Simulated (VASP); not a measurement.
**TiO2: single point with PBE**

The system is TiO2.

```
CELL_PARAMETERS angstrom
-1.89210 1.89210 4.66215
1.89210 -1.89210 4.66215
1.89210 1.89210 -4.66215
ATOMIC_POSITIONS crystal
Ti 0.00000 0.00000 0.00000
Ti 0.75000 0.25000 0.50000
O 0.21138 0.21138 0.00000
O 0.96138 0.46138 0.50000
O 0.53862 0.03862 0.50000
O 0.78862 0.78862 0.00000
```

This cell differs from its parent crystal: z stretched by -2 %, then relaxed in part.

```
Program             : VASP 6.6.1
Task                : single point
Functional          : PBE
Potentials or basis : VASP PAW PBE potentials, release 64 (Ti_sv, O)
Cutoff              : 520 eV
k mesh              : 11 × 11 × 11
Occupations         : fermi-dirac, width 0.02 eV
Spin                : no spin polarisation
```

```json
{"Pressure": "9.0 GPa", "Largest force": "0.037 eV/Å", "Band gap on the k mesh": "2.01 eV (least direct gap 2.44 eV)"}
```

Forces in eV/Å, atoms in the order of the input:
```
Ti   0.000  0.000  0.000
Ti   0.000  0.000  0.000
O    0.000  0.000  0.037
O    0.000  0.000  0.037
O    0.000  0.000 -0.037
O    0.000  0.000 -0.037
```

Stress tensor (GPa, compression positive):
```
8.63 0.00 0.00
0.00 8.63 0.00
0.00 0.00 9.79
```

Levels at points of the mesh, in eV from the valence-band top:
| k point | band 22 | band 23 | band 24 | band 25 | band 26 | band 27 |
| --- | --- | --- | --- | --- | --- | --- |
| (0.00, 0.00, 0.00) | -0.77 | -0.57 | -0.57 | 2.01 | 2.83 | 3.82 |

Wall time 2.8 min on 1 thread of Intel(R) Xeon(R) 6975P-C (Granite Rapids), with other jobs on the host, peak memory 0.38 GiB.

Caveat: the cell differs from its parent crystal (z stretched by -2 %, then relaxed in part); the cell stands under pressure; an odd mesh through Γ misses points on the zone boundary, where band edges can lie.
